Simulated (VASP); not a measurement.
GaSb:

```xyz
2
Lattice="0.0000 3.0793 3.0793 3.0793 0.0000 3.0793 3.0793 3.0793 0.0000" Properties=species:S:1:pos:R:3 pbc="T T T"
Sb    4.6189    4.6189    4.6189
Ga    0.0000    0.0000    0.0000
```

Base run:

| Item | Value |
| --- | --- |
| Program | VASP 6.6.1 |
| Functional | revPBE |
| Potentials or basis | VASP PAW PBE potentials, release 64 (Sb, Ga_d) |
| Cutoff | 520 eV |
| k mesh | 8 × 8 × 8 |
| Occupations | fermi-dirac, width 0.05 eV |
| Spin | no spin polarisation |

Its results: band gap on the k mesh zero (filled and empty bands touch); pressure 2.5 GPa.

Problem. The run is repeated on the same cell with these changes: functional from revPBE to RPBE. What comes out?

Solution. Band gap on the k mesh zero (filled and empty bands touch); pressure 2.9 GPa.

Caveats: the PAW data sets were made with another functional, which shifts forces and pressure a little; spin-orbit coupling is left out, which moves the levels of the heavy elements.
